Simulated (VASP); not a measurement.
Set up this calculation in VASP 6.6.1, as the native input.

```
Task                   : single point
Functional             : PBE
Potentials or basis    : VASP PAW PBE potentials, release 64 (Be, S)
Cutoff                 : 520 eV
k mesh                 : 8 × 8 × 8
Occupations            : fermi-dirac, width 0.02 eV
Spin                   : no spin polarisation
Dipole correction      : no
Further INCAR settings : ALGO = Normal; EDIFF = 1e-07; NBANDS = 11
```

The structure of BeS lies in POSCAR:

```
BeS
1.0
    0.0000000000      2.4379189248      2.4379189248
    2.4379189248      0.0000000000      2.4379189248
    2.4379189248      2.4379189248      0.0000000000
Be S
1 1
Direct
    0.0000000000      0.0000000000      0.0000000000
    0.2500000000      0.2500000000      0.2500000000
```

These files were run (other wordings do the same):

INCAR

```
PREC = Accurate ; ENCUT = 520
EDIFF = 1E-7 ; ISMEAR = -1
SIGMA = 0.02 ; LREAL = False
LASPH = True ; NELM = 80
ALGO = Normal ; ISIF = 2
LWAVE = False ; LCHARG = False
GGA = PE ; NBANDS = 11
```

KPOINTS

```
Automatic mesh
0
Gamma
  8 8 8
```

Potentials or basis: VASP PAW PBE potentials, release 64 (Be, S).

Run with:

```sh
$ cat potpaw_PBE.64/Be/POTCAR potpaw_PBE.64/S/POTCAR > POTCAR
$ mpirun -np 1 vasp_std > vasp.out
```

It gave:

```json
{
  "Pressure": "0.0 GPa",
  "Band gap on the k mesh": "3.15 eV, indirect (least direct gap 5.68 eV)"
}
```

Wall time 13 s on 1 thread of Intel Xeon 8259CL, with other jobs on the host, peak memory 0.15 GiB.
